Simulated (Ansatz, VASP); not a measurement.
## ScF: VASP beside Ansatz

```xyz
2
Lattice="-1.7618 1.7618 2.3153 1.7618 -1.7618 2.3153 1.7618 1.7618 -2.3153" Properties=species:S:1:pos:R:3 pbc="T T T"
Sc    0.0000    0.0000    0.0000
F     0.0000    0.0000    2.3153
```

Change from the starting cell: species swapped into the FeO type (I4/mmm, No. 139).

Alike in both runs: functional PBE; k mesh 7 × 7 × 7; occupations gaussian, width 0.2 eV; no spin polarisation.

Ansatz relaxed the structure, and its values are those at the end. VASP's run is a single point on that final structure, the one shown.

|  | VASP | Ansatz |
| --- | --- | --- |
| version | VASP 6.6.1 | Ansatz 0.2.0 |
| potentials or method | VASP PAW PBE potentials, release 64 (Sc_sv, F), cutoff 600 eV | scalar-relativistic, plane waves, PAW |
| valence electrons in the cell | 18 | 18 |

|  | VASP | Ansatz | Ansatz less VASP |
| --- | --- | --- | --- |
| gap on the k mesh at the Fermi level (eV) | none | none | - |
| pressure (GPa) | 0.1 | 0.1 | -0.04 |

A gap of «none» marks a metal or a gap that the smearing closes.

The k mesh is coarse, so the values compare programs but aren't converged.
